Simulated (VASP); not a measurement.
A run of VASP 6.6.1 is set up as follows.

INCAR

```
PREC     = Accurate       # precision mode
ENCUT    = 520            # plane-wave cutoff, eV
EDIFF    = 1E-6           # SCF threshold, eV
ISMEAR   = 0              # smearing method
SIGMA    = 0.15           # smearing width, eV
LREAL    = False          # projectors in reciprocal space
LASPH    = True           # aspherical terms in the spheres
NELM     = 80             # most SCF steps
ALGO     = Normal         # electronic algorithm
ISIF     = 2              # what is computed and relaxed
LWAVE    = False          # write WAVECAR
LCHARG   = False          # write CHGCAR
GGA      = PS             # functional
NBANDS   = 16             # bands
```

The input KPOINTS:

```
Automatic mesh
0
Gamma
  15 15 12
```

Contents of POSCAR:

```
ZrB2
1.0
    3.1548382285      0.0000000000      0.0000000000
   -1.5774191143      2.7321700507      0.0000000000
    0.0000000000      0.0000000000      3.5067416443
Zr B
1 2
Direct
    0.0000000000      0.0000000000      0.0000000000
    0.3333333333      0.6666666667      0.5000000000
    0.6666666667      0.3333333333      0.5000000000
```

Potentials or basis: VASP PAW PBE potentials, release 64 (Zr_sv, B).

Command:

```console
$ cat potpaw_PBE.64/Zr_sv/POTCAR potpaw_PBE.64/B/POTCAR > POTCAR
$ mpirun -np 1 vasp_std > vasp.out
```

**Question.** Predict the band gap on the k mesh.

**Answer.** Zero (bands 9 and 10 overlap by 0.99 eV).

**Question.** Estimate the pressure.

**Answer.** 0.3 GPa.

Caveat: the PAW data sets were made with another functional, which shifts forces and pressure a little.
